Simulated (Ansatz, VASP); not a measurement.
BN: VASP beside Ansatz

```xyz
4
Lattice="2.6457 0.0000 0.0000 -1.3229 2.2913 0.0000 0.0000 0.0000 4.3761" Properties=species:S:1:pos:R:3 pbc="T T T"
B     0.0000    1.5275   -0.0015
B     1.3229    0.7638    2.1866
N     0.0000    1.5275    1.6425
N     1.3229    0.7638    3.8306
```

Change from the starting cell: hydrostatic strain +4.0%.

Alike in both runs: task single point; functional PBE; k mesh 12 × 12 × 6; occupations fermi-dirac, width 0.02 eV; no spin polarisation.

```csv
,VASP,Ansatz
version,VASP 6.6.1,Ansatz 0.2.0
potentials or method,"VASP PAW PBE potentials, release 64 (B, N)","plane waves, PAW"
plane-wave cutoff (eV),520,420
valence electrons in the cell,16,16
```

|  | VASP | Ansatz | Ansatz less VASP |
| --- | --- | --- | --- |
| gap on the k mesh at the Fermi level (eV) | 5.41 | 5.42 | +0.013 |
| pressure (GPa) | -32.2 | -32.1 | +0.04 |
| traceless stress, the component that is largest in VASP (GPa) | -0.09 | -0.07 | +0.025 |
| rms of the force components (eV/Å) | 0.005 | 0.004 | -0.0018 |

Atom by atom the forces differ by 0.002 eV/Å (rms over components). Both programs put the cell under strong tension, so it lies far from rest at this level.

Noted on VASP's run: the cell as given lies far from equilibrium.
